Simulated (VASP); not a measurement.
# TaVN2 (P4/mmm) in VASP: a series of runs

TaVN2 is run at these levels: LDA, PBEsol; tasks: single point.

Program: VASP 6.6.1. These are calculated values, not measurements. Logs are shortened: lines on timing, memory, paths and dates and some standing lists are left out, and cuts for length are marked.

### Step 1. The cell of the first run

It takes space group P4/mmm (No. 123, tetragonal). Conventional cell: a = 3.050 Å, b = 3.050 Å, c = 4.296 Å, α = 90.00°, β = 90.00°, γ = 90.00°. Within 2.8 Å of Ta (site symmetry 4/mmm) lie 6 N at 2.15 to 2.16 Å. V (site symmetry 4/mmm) has 6 N at 2.15 to 2.16 Å within 2.8 Å. Within 2.8 Å of N (site symmetry 4/mmm) lie 2 V at 2.15 Å and 4 Ta at 2.16 Å. N (site symmetry 4/mmm) has 2 Ta at 2.15 Å and 4 V at 2.16 Å within 2.8 Å.

### Step 2. Single point, LDA, collinear spin, ferromagnetic start

INCAR reads:

```
ALGO     = Normal         # electronic algorithm
EDIFF    = 1E-6           # SCF threshold, eV
ENCUT    = 520            # plane-wave cutoff, eV
GGA      = CA             # functional
ISIF     = 2              # what is computed and relaxed
ISMEAR   = -1             # smearing method
ISPIN    = 2              # spin polarisation
LASPH    = T              # aspherical terms in the spheres
LCHARG   = F              # write CHGCAR
LMAXMIX  = 4              # l up to which the mixer works
LORBIT   = 11             # projections on sites
LREAL    = F              # projectors in reciprocal space
LWAVE    = F              # write WAVECAR
MAGMOM   = 0 2 0 0        # initial moments
NBANDS   = 29             # bands
NELM     = 150            # most SCF steps
PREC     = Accurate       # precision mode
SIGMA    = 0.05           # smearing width, eV
```

KPOINTS reads:

```
k-points
0
Gamma
  9 9 6
```

POSCAR reads:

```
TaVN2
1.0
    3.0498670000      0.0000000000      0.0000000000
    0.0000000000      3.0498670000      0.0000000000
    0.0000000000      0.0000000000      4.2960620000
Ta V N
1 1 2
Direct
    0.0000000000      0.0000000000      0.0000000000
    0.5000000000      0.5000000000      0.5000000000
    0.5000000000      0.5000000000      0.0000000000
    0.0000000000      0.0000000000      0.5000000000
```

Potentials or basis: VASP PAW LDA potentials, release 64 (Ta_pv, V_sv, N).

Run with:

```console
$ cat potpaw_LDA.64/Ta_pv/POTCAR potpaw_LDA.64/V_sv/POTCAR potpaw_LDA.64/N/POTCAR > POTCAR
$ mpirun -np 1 vasp_std > vasp.out
```

OUTCAR:

```text
EDIFF = 1E-6
   ENCUT = 520
   GGA = CA
   ISIF = 2
   ISMEAR = -1
   ISPIN = 2
   LASPH = T
   LORBIT = 11
   LREAL = F
   NELM = 150
   PREC = Accurate

 ion  position               nearest neighbor table
   1  0.000  0.000  0.000-   4 2.15   4 2.15   3 2.16   3 2.16   3 2.16   3 2.16   2 3.04   2 3.04
                             2 3.04   2 3.04   2 3.04   2 3.04   2 3.04   2 3.04
   2  0.500  0.500  0.500-   3 2.15   3 2.15   4 2.16   4 2.16   4 2.16   4 2.16   1 3.04   1 3.04
                             1 3.04   1 3.04   1 3.04   1 3.04   1 3.04   1 3.04
   3  0.500  0.500  0.000-   2 2.15   2 2.15   1 2.16   1 2.16   1 2.16   1 2.16
   4  0.000  0.000  0.500-   1 2.15   1 2.15   2 2.16   2 2.16   2 2.16   2 2.16

  LATTYP: Found a simple tetragonal cell.
 ALAT       =     3.0498670000
 C/A-ratio  =     1.4086063425

  Lattice vectors:

 A1 = (   3.0498670000,   0.0000000000,   0.0000000000)
 A2 = (   0.0000000000,   3.0498670000,   0.0000000000)
 A3 = (   0.0000000000,   0.0000000000,   4.2960620000)

Analysis of symmetry for initial positions (statically):
=====================================================================
 Subroutine PRICEL returns:
 Original cell was already a primitive cell.

 Routine SETGRP: Setting up the symmetry group for a
 simple tetragonal supercell.

 Subroutine GETGRP returns: Found 16 space group operations
 (whereof 16 operations were pure point group operations)
 out of a pool of 16 trial point group operations.

The static configuration has the point symmetry D_4h.

Analysis of symmetry for dynamics (positions and initial velocities):
=====================================================================
 Subroutine PRICEL returns:
 Original cell was already a primitive cell.

 Routine SETGRP: Setting up the symmetry group for a
 simple tetragonal supercell.

 Subroutine GETGRP returns: Found 16 space group operations
 (whereof 16 operations were pure point group operations)
 out of a pool of 16 trial point group operations.

The dynamic configuration has the point symmetry D_4h.

Analysis of structural, dynamic, and magnetic symmetry:
=====================================================================
 Subroutine PRICEL returns:
 Original cell was already a primitive cell.

 Routine SETGRP: Setting up the symmetry group for a
 simple tetragonal supercell.

 Subroutine GETGRP returns: Found 16 space group operations
 (whereof 16 operations were pure point group operations)
 out of a pool of 16 trial point group operations.

The overall configuration has the point symmetry D_4h.

 Subroutine INISYM returns: Found 16 space group operations
 (whereof 16 operations are pure point group operations),
 and found     1 'primitive' translations

----------------------------------------------------------------------------------------

                                     Primitive cell

  volume of cell :      39.9606

  direct lattice vectors                    reciprocal lattice vectors
     3.049867000  0.000000000  0.000000000     0.327883150  0.000000000  0.000000000
     0.000000000  3.049867000  0.000000000     0.000000000  0.327883150  0.000000000
     0.000000000  0.000000000  4.296062000     0.000000000  0.000000000  0.232771315

  length of vectors
     3.049867000  3.049867000  4.296062000     0.327883150  0.327883150  0.232771315

  position of ions in fractional coordinates (direct lattice)
     0.000000000  0.000000000  0.000000000
     0.500000000  0.500000000  0.500000000
     0.500000000  0.500000000  0.000000000
     0.000000000  0.000000000  0.500000000

  ion indices of the primitive-cell ions
   primitive index   ion index
                 1           1
                 2           2
                 3           3
                 4           4

----------------------------------------------------------------------------------------

 KPOINTS: k-points

Automatic generation of k-mesh.
 Grid dimensions read from file:
 generate k-points for:    9    9    6

 Generating k-lattice:

  Cartesian coordinates                     Fractional coordinates (reciprocal lattice)
     0.036431461  0.000000000  0.000000000     0.111111111  0.000000000  0.000000000
     0.000000000  0.036431461  0.000000000     0.000000000  0.111111111  0.000000000
     0.000000000  0.000000000  0.038795219     0.000000000  0.000000000  0.166666667

  Length of vectors
     0.036431461  0.036431461  0.038795219

  Shift w.r.t. Gamma in fractional coordinates (k-lattice)
     0.000000000  0.000000000  0.000000000

 Subroutine IBZKPT returns following result:
 ===========================================

 Found     60 irreducible k-points:

 Following reciprocal coordinates:
            Coordinates               Weight
  0.000000  0.000000  0.000000      1.000000
  0.111111  0.000000  0.000000      4.000000
  0.222222  0.000000  0.000000      4.000000
  0.333333  0.000000  0.000000      4.000000
  0.444444  0.000000  0.000000      4.000000
  0.111111  0.111111  0.000000      4.000000
[... 16 lines left out ...]
  0.333333  0.111111  0.166667     16.000000
  0.444444  0.111111  0.166667     16.000000
 [... further k-points ...]
   k-points           NKPTS =     60   k-points in BZ     NKDIM =     60   number of bands    NBANDS=     29
   number of dos      NEDOS =    301   number of ions     NIONS =      4
   total plane-waves  NPLWV =  18432
   dimension x,y,z NGX =    24 NGY =   24 NGZ =   32
   dimension x,y,z NGXF=    48 NGYF=   48 NGZF=   64
   ions per type =               1   1   2
   NGX,Y,Z   is equivalent  to a cutoff of  13.08, 13.08, 12.38 a.u.
   NGXF,Y,Z  is equivalent  to a cutoff of  26.16, 26.16, 24.77 a.u.
 SYSTEM =  unknown system
   PREC   = accura    normal or accurate (medium, high low for compatibility)
   ISTART =      0    job   : 0-new  1-cont  2-samecut
   ICHARG =      2    charge: 1-file 2-atom 10-const
   ISPIN  =      2    spin polarized calculation?
   LNONCOLLINEAR =      F non collinear calculations
   LSORBIT =      F    spin-orbit coupling
   LASPH  =      T    aspherical Exc in radial PAW
   ENCUT  =  520.0 eV  38.22 Ry    6.18 a.u.   5.67  5.67  7.99*2*pi/ulx,y,z
   NELM   =    150;   NELMIN=  2; NELMDL= -5     # of ELM steps
   EDIFF  = 0.1E-05   stopping-criterion for ELM
   LREAL  =      F    real-space projection
[... 15 lines left out ...]
   IALGO  =     38    algorithm
   IMIX   =      4    mixing-type and parameters
     AMIX     =   0.40;   BMIX     =  1.00
     AMIX_MAG =   1.60;   BMIX_MAG =  1.00
  volume/ion in A,a.u.               =       9.99        67.42
  Fermi-wavevector in a.u.,A,eV,Ry     =   1.551281  2.931495 32.742032  2.406471
  Thomas-Fermi vector in A             =   2.655823
   LORBIT       =     11    0 simple, 1 ext, 2 COOP (PROOUT), +10 PAW based schemes
   GGA     = CA    functional components
   LHFCALC =     F    Hartree Fock is set to
   AEXX    =    0.0000 exact exchange contribution
   IVDW    =     0    specifies the selected vdW correction
   LEPSILON=     F    determine dielectric tensor
   LRPA    =     F    only Hartree local field effects (RPA)
 spin polarized calculation
  energy-cutoff  :      520.00
  volume of cell :       39.96
 maximum number of plane-waves:      1100
 NGX is ok and might be reduce to    24
   NGX = 11   NGY = 11   NGZ = 15

 number of electron      33.9999989 magnetization       0.0035017

 Free energy of the ion-electron system (eV)
  ---------------------------------------------------
  ext. energy  EPLUGINS =         0.00000000
  ---------------------------------------------------
  free energy    TOTEN  =       -45.56845380 eV

  energy without entropy =      -45.54335886  energy(sigma->0) =      -45.55590633

 E-fermi :   9.9500     XC(G=0): -13.6113

 val. band max:        9.9199241939   @ k =   0.1111   0.1111   0.3333
 cond. band min:       9.9572533151   @ k =   0.3333   0.0000   0.0000
 fundamental gap:      0.0373291211
 Fermi energy:         9.9500118559

 spin component 1

 k-point     1 :       0.0000    0.0000    0.0000
  band No.  band energies     occupation
      1     -54.4230      1.00000
      2     -28.7468      1.00000
      3     -28.6626      1.00000
      4     -28.6626      1.00000
      5     -25.8256      1.00000
      6     -25.6108      1.00000
[... 21 lines left out ...]
     28      20.3152      0.00000
     29      21.3892      0.00000

 k-point     2 :       0.1111    0.0000    0.0000
  band No.  band energies     occupation
      1     -54.4213      1.00000
      2     -28.7428      1.00000
      3     -28.6829      1.00000
      4     -28.6598      1.00000
      5     -25.8224      1.00000
      6     -25.6808      1.00000
[... 21 lines left out ...]
     28      20.3171      0.00000
     29      21.3896      0.00000

 k-point     3 :       0.2222    0.0000    0.0000
  band No.  band energies     occupation
      1     -54.4170      1.00000
      2     -28.7338      1.00000
      3     -28.7326      1.00000
      4     -28.6525      1.00000
      5     -25.8539      1.00000
      6     -25.8141      1.00000
[... 638 lines left out ...]
      5     -26.0259      1.00000
      6     -25.8031      1.00000
[... 21 lines left out ...]
     28      21.0789      0.00000
     29      21.4177      0.00000

 k-point    24 :       0.4444    0.1111    0.1667
  band No.  band energies     occupation
      1     -54.4071      1.00000
      2     -28.8282      1.00000
      3     -28.7175      1.00000
      4     -28.6585      1.00000
      5     -26.1431      1.00000
      6     -25.7941      1.00000
[... 21 lines left out ...]
     28      21.1209      0.00000
     29      21.4176      0.00000

 [... further k-points ...]

 spin component 2

 k-point     1 :       0.0000    0.0000    0.0000
  band No.  band energies     occupation
      1     -54.4198      1.00000
      2     -28.7435      1.00000
      3     -28.6597      1.00000
      4     -28.6597      1.00000
      5     -25.8257      1.00000
      6     -25.6109      1.00000
[... 21 lines left out ...]
     28      20.3154      0.00000
     29      21.3891      0.00000

 k-point     2 :       0.1111    0.0000    0.0000
  band No.  band energies     occupation
      1     -54.4181      1.00000
      2     -28.7394      1.00000
      3     -28.6799      1.00000
      4     -28.6568      1.00000
      5     -25.8225      1.00000
      6     -25.6809      1.00000
[... 21 lines left out ...]
     28      20.3174      0.00000
     29      21.3895      0.00000

 k-point     3 :       0.2222    0.0000    0.0000
  band No.  band energies     occupation
      1     -54.4138      1.00000
      2     -28.7308      1.00000
      3     -28.7292      1.00000
      4     -28.6496      1.00000
      5     -25.8539      1.00000
      6     -25.8142      1.00000
[... 638 lines left out ...]
      5     -26.0260      1.00000
      6     -25.8032      1.00000
[... 21 lines left out ...]
     28      21.0794      0.00000
     29      21.4176      0.00000

 k-point    24 :       0.4444    0.1111    0.1667
  band No.  band energies     occupation
      1     -54.4039      1.00000
      2     -28.8253      1.00000
      3     -28.7141      1.00000
      4     -28.6556      1.00000
      5     -26.1432      1.00000
      6     -25.7942      1.00000
[... 21 lines left out ...]
     28      21.1213      0.00000
     29      21.4176      0.00000

 [... further k-points ...]
[... 5 lines left out ...]
  --------------------------------------------------------------------------------------
  -------------------------------------------------------------------------------------
  Total       -4.2633372     -4.2633372     -4.9169399      0.0000000      0.0000000      0.0000000
  in kB     -170.9337897   -170.9337897   -197.1392675      0.0000000      0.0000000      0.0000000
  external PRESSURE =    -179.6689489 kB  Pullay stress =       0.0000000 kB

 VOLUME and BASIS-vectors are now :
 -----------------------------------------------------------------------------
  energy-cutoff  :      520.00
  volume of cell :       39.96
      direct lattice vectors                 reciprocal lattice vectors
     3.049867000  0.000000000  0.000000000     0.327883150  0.000000000  0.000000000
     0.000000000  3.049867000  0.000000000     0.000000000  0.327883150  0.000000000
     0.000000000  0.000000000  4.296062000     0.000000000  0.000000000  0.232771315

 POSITION                                       TOTAL-FORCE (eV/Angst)
 -----------------------------------------------------------------------------------
      0.00000      0.00000      0.00000         0.000000      0.000000      0.000000
      1.52493      1.52493      2.14803         0.000000      0.000000      0.000000
      1.52493      1.52493      0.00000         0.000000      0.000000      0.000000
      0.00000      0.00000      2.14803         0.000000      0.000000      0.000000
 -----------------------------------------------------------------------------------
    total drift:                                0.000000     -0.000000     -0.000000

  FREE ENERGIE OF THE ION-ELECTRON SYSTEM (eV)
  ---------------------------------------------------
  free  energy   TOTEN  =       -45.5684537953 eV

  energy  without entropy=      -45.5433588641  energy(sigma->0) =      -45.55590633

 total charge

# of ion       s       p       d       tot
------------------------------------------
    1        0.297   6.263   2.414   8.973
    2        2.205   6.210   3.157  11.572
    3        1.220   2.514   0.000   3.734
    4        1.220   2.464   0.000   3.685
--------------------------------------------------
tot          4.942  17.452   5.571  27.964

 magnetization (x)

# of ion       s       p       d       tot
------------------------------------------
    1        0.000  -0.000  -0.000  -0.000
    2        0.000   0.000   0.003   0.003
    3        0.000   0.000   0.000   0.000
    4       -0.000  -0.000   0.000  -0.000
--------------------------------------------------
tot          0.000   0.000   0.003   0.003
```

Run time: 2.7 min. Hardware: 1 thread of Intel Xeon 8259CL, shared host; peak memory 0.23 GiB.

What came out:

```
Free energy                                           : -45.5685 eV
Pressure                                              : -18.0 GPa
Band gap on the k mesh                                : zero (filled and empty bands overlap)
Net moment                                            : 0.00 μB per cell
Valence electrons inside the program's atomic spheres : Ta 8.97; V 11.57; N 3.73, 3.69
```

Caveat: spin-orbit coupling is left out, which moves the levels of the heavy elements.

### Step 3. Single point, LDA, collinear spin, ferromagnetic start

This run uses another cell than the first one, of 10.19 Å³/atom, 1.020 times its volume.

INCAR reads:

```
PREC = Accurate ; ENCUT = 520
EDIFF = 1E-6 ; ISMEAR = -1
SIGMA = 0.05 ; LREAL = F
LASPH = T ; NELM = 150
ALGO = Normal ; ISIF = 2
LWAVE = F ; LCHARG = T
ISPIN = 2 ; MAGMOM = 0 2 0 0
LORBIT = 11 ; LMAXMIX = 4
GGA = CA ; LELF = T
LVHAR = T ; NBANDS = 29
```

KPOINTS reads:

```
Automatic mesh
0
Gamma
  9 9 6
```

POSCAR reads:

```
TaVN2
1.0
    3.0700653833      0.0000000000      0.0000000000
    0.0000000000      3.0700653833      0.0000000000
    0.0000000000      0.0000000000      4.3245135709
Ta V N
1 1 2
Direct
    0.0000000000      0.0000000000      0.0000000000
    0.5000000000      0.5000000000      0.5000000000
    0.5000000000      0.5000000000      0.0000000000
    0.0000000000      0.0000000000      0.5000000000
```

Potentials or basis: VASP PAW LDA potentials, release 64 (Ta_pv, V_sv, N).

Run with:

```console
$ cat potpaw_LDA.64/Ta_pv/POTCAR potpaw_LDA.64/V_sv/POTCAR potpaw_LDA.64/N/POTCAR > POTCAR
$ mpirun -np 1 vasp_std > vasp.out
```

Run time: 2.4 min. Hardware: 1 thread of Intel Xeon 8259CL, shared host; peak memory 0.23 GiB.

The run converged. Its results:

```yaml
Free_energy: -45.4659 eV
Pressure: -23.4 GPa
Net_moment: 0.10 μB per cell
Site_moments: Ta -0.00; V +0.09; N +0.00 μB
Valence_electrons_inside_the_program's_atomic_spheres: Ta 8.93; V 11.54; N 3.72, 3.67
```

Stress tensor (GPa, compression positive):
```
-22.53   0.00   0.00
  0.00 -22.53   0.00
  0.00   0.00 -25.13
```

Levels at points of the mesh, in eV from the Fermi level:
Spin up:
```
           k point  band 15  band 16  band 17  band 18  band 19  band 20
(0.00, 0.00, 0.00)    -2.77    -2.77    -1.53    -1.53    -1.46    -0.31
(0.00, 0.00, 0.50)    -4.00    -3.87    -2.42    -0.07     0.55     0.55
```
Spin down:
| k point | band 14 | band 15 | band 16 | band 17 | band 18 | band 19 | band 20 | band 21 |
| --- | --- | --- | --- | --- | --- | --- | --- | --- |
| (0.00, 0.00, 0.00) | -2.77 | -2.77 | -2.76 | -1.48 | -1.48 | -1.41 | -0.26 | -0.18 |
| (0.00, 0.00, 0.50) | -4.00 | -4.00 | -3.87 | -2.37 | -0.01 | 0.63 | 0.63 | 1.29 |

Caveat: spin-orbit coupling is left out, which moves the levels of the heavy elements.

### Step 4. Single point, PBEsol, collinear spin, ferromagnetic start

INCAR reads:

```
SYSTEM = TaVN2
PREC = Accurate ; ENCUT = 600
EDIFF = 1E-6 ; ISMEAR = -1
SIGMA = 0.05 ; LREAL = .False.
LASPH = .True. ; NELM = 200
ALGO = Normal ; ISIF = 2
LWAVE = .False. ; LCHARG = .False.
ISPIN = 2 ; MAGMOM = 0 3 0 0
LORBIT = 11 ; NUPDOWN = 3.0
LMAXMIX = 4 ; GGA = PS
NBANDS = 30 ; GGA_COMPAT = .False.
```

KPOINTS reads:

```
Automatic mesh
0
Gamma
  7 7 5
  0 0 0
```

POSCAR reads:

```
TaVN2
1.0
    3.0498670000      0.0000000000      0.0000000000
    0.0000000000      3.0498670000      0.0000000000
    0.0000000000      0.0000000000      4.2960620000
Ta V N
1 1 2
Direct
    0.0000000000      0.0000000000      0.0000000000
    0.5000000000      0.5000000000      0.5000000000
    0.5000000000      0.5000000000      0.0000000000
    0.0000000000      0.0000000000      0.5000000000
```

Potentials or basis: VASP PAW PBE potentials, release 64 (Ta_sv_GW, V_sv, N).

Run with:

```console
$ cat potpaw_PBE.64/Ta_sv_GW/POTCAR potpaw_PBE.64/V_sv/POTCAR potpaw_PBE.64/N/POTCAR > POTCAR
$ mpirun -np 1 vasp_std > vasp.out
```

Run time: 51 s. Hardware: 1 thread of AMD EPYC 9R45 (Zen 5), shared host; peak memory 0.2 GiB.

Results (log left out):

```
Free energy                                           : -45.6875 eV
Pressure                                              : -0.1 GPa
Net moment                                            : 3.00 μB per cell
Site moments                                          : Ta +0.43; V +2.11; N +0.06 μB
Valence electrons inside the program's atomic spheres : Ta 11.79; V 11.63; N 3.75, 3.71
```

Stress tensor (GPa, compression positive):
```
 2.35  0.00  0.00
 0.00  2.35  0.00
 0.00  0.00 -4.94
```

Caveat: the PAW data sets were made with another functional, which shifts forces and pressure a little; spin-orbit coupling is left out, which moves the levels of the heavy elements; the total moment is fixed, so each spin has its own Fermi level.

### Step 5. Overview

```tsv
level	potentials or basis	fixed moment (μB)	cell	k mesh	cutoff (eV)	second run	gap on the mesh (eV)	pressure (GPa)	moment (μB)
LDA	VASP PAW LDA potentials, release 64 (Ta_pv, V_sv, N)	-	a = 3.050, b = 3.050, c = 4.296 Å, 4 atoms	9 × 9 × 6	520	-	none	-18.0	0.00
LDA	VASP PAW LDA potentials, release 64 (Ta_pv, V_sv, N)	-	a = 3.070, b = 3.070, c = 4.325 Å, 4 atoms	9 × 9 × 6	520	-	none	-23.4	0.10
PBEsol	VASP PAW PBE potentials, release 64 (Ta_sv_GW, V_sv, N)	3.0	a = 3.050, b = 3.050, c = 4.296 Å, 4 atoms	7 × 7 × 5	600	valence_matched	-	-0.1	3.00
```

Alike in all rows: task single point; spin collinear, ferromagnetic start; smearing fermi-dirac 0.05 eV.

Caveats: spin-orbit coupling is left out, which moves the levels of the heavy elements; the PAW data sets were made with another functional, which shifts forces and pressure a little (some runs); the total moment is fixed, so each spin has its own Fermi level (some runs).

Absolute energies hang on the potentials; compare differences alone.
